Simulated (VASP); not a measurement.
## Au: single point with BLYP

Au:

```
Au
1.0
     3.09702    0.00000    0.00000
    -1.54851    2.68210    0.00000
     0.00000    0.00000   10.50613
Au
4
Direct
  0.00000 0.00000 0.00000
  0.00000 0.00000 0.50000
  0.33333 0.66667 0.25000
  0.66667 0.33333 0.75000
```

This isn't the form of Au at room conditions, which is fcc.

```
Program                : VASP 6.6.1
Task                   : single point
Functional             : BLYP
Potentials or basis    : VASP PAW PBE potentials, release 64 (Au)
Cutoff                 : 520 eV
k mesh                 : 14 × 14 × 4
Occupations            : fermi-dirac, width 0.1 eV
Spin                   : no spin polarisation
Dipole correction      : no
Further INCAR settings : ALGO = Normal; EDIFF = 1e-06; NBANDS = 30
```

* Pressure: -7.9 GPa
* Band gap on the k mesh: zero (bands 22 and 23 overlap by 4.06 eV)

Stress tensor (GPa, compression positive):
```
-8.08  0.00  0.00
 0.00 -8.08  0.00
 0.00  0.00 -7.49
```

Levels at points of the mesh, in eV from the Fermi level:
```tsv
k point	band 20	band 21	band 22	band 23	band 24	band 25
(0.00, 0.00, 0.00)	-2.31	-2.31	-1.95	-1.95	0.07	1.48
(0.50, 0.00, 0.00)	-1.67	0.43	0.92	1.17	1.27	2.51
(0.00, 0.00, 0.50)	-2.21	-2.09	-2.09	-2.09	-2.09	4.65
(0.50, 0.00, 0.50)	-1.68	0.66	0.66	1.16	1.16	3.44
```

Wall time 2.1 min on 1 thread of AMD EPYC 7R43 64-Core Processor (Zen 3), on a shared host, peak memory 0.25 GiB.

Caveat: the cell stands under tension; the PAW data sets were made with another functional, which shifts forces and pressure a little; spin-orbit coupling is left out, which moves the levels of the heavy elements.
